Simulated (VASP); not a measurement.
A run of VASP 6.6.1:

Contents of INCAR:

```
  ALGO = Normal
  EDIFF = 1E-6
  EDIFFG = -0.005
  ENCUT = 600
  GGA = PS
  IBRION = 2
  ISIF = 3
  ISMEAR = -1
  LASPH = T
  LCHARG = F
  LREAL = F
  LWAVE = F
  NELM = 80
  NSW = 80
  PREC = Accurate
  SIGMA = 0.02
```

File KPOINTS:

```
k-points
0
Gamma
  6 6 4
```

The input POSCAR:

```
CdSiSb2
1.0
    4.4002560857      0.0000000000      0.0000000000
    0.0000000000      4.4002560857      0.0000000000
    0.0000000000      0.0000000000      6.4987454050
Cd Sb Si
1 2 1
Direct
    0.0000000000      0.0000000000      0.0000000000
    0.0000000000      0.5000000000      0.2673258375
    0.5000000000      0.0000000000      0.7326741625
    0.5000000000      0.5000000000      0.5000000000
```

Potentials or basis: VASP PAW PBE potentials, release 64 (Cd, Sb, Si).

The run is started by

```sh
$ cat potpaw_PBE.64/Cd/POTCAR potpaw_PBE.64/Sb/POTCAR potpaw_PBE.64/Si/POTCAR > POTCAR
$ mpirun -np 1 vasp_std > vasp.out
```

Hardware: 1 thread of Intel(R) Xeon(R) 6975P-C (Granite Rapids) (shared host).

Problem. How long does it take, and how much memory?

Solution. Run time: 2.9 min on 1 thread of Intel(R) Xeon(R) 6975P-C (Granite Rapids), with other jobs on the host, peak memory 0.32 GiB. Counts: scf iterations 60, k points 30, ion steps 9.
